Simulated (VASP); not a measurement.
Y, 2 atoms in the cell. It takes space group P6_3/mmc (No. 194, hexagonal). Conventional cell: a = 3.651 Å, b = 3.651 Å, c = 5.747 Å, α = 90.00°, β = 90.00°, γ = 120.00°. Y (site symmetry -6m2) has 12 Y at 3.56 to 3.65 Å within 4.7 Å. 

- Program: VASP 6.6.1
- Task: electric field gradients
- Functional: PBEsol
- Potentials or basis: VASP PAW PBE potentials, release 64 (Y_sv)
- Cutoff: 520 eV
- k mesh: 12 × 12 × 7
- Occupations: fermi-dirac, width 0.08 eV
- Spin: no spin polarisation
- Dipole correction: no
- Further INCAR settings: ALGO = Normal; EDIFF = 1e-08; NBANDS = 18

Potentials or basis: VASP PAW PBE potentials, release 64 (Y_sv).

Launch:

```console
$ cat potpaw_PBE.64/Y_sv/POTCAR > POTCAR
$ mpirun -np 1 vasp_std > vasp.out
```

Hardware: 1 thread of Oxide Virtual Turin-like Processor, on a shared host.

Question: Estimate the wall time of this run.

Answer: It took 2.7 min on 1 thread of Oxide Virtual Turin-like Processor (shared host), peak memory 0.21 GiB. Counts: scf iterations 17, k points 76.
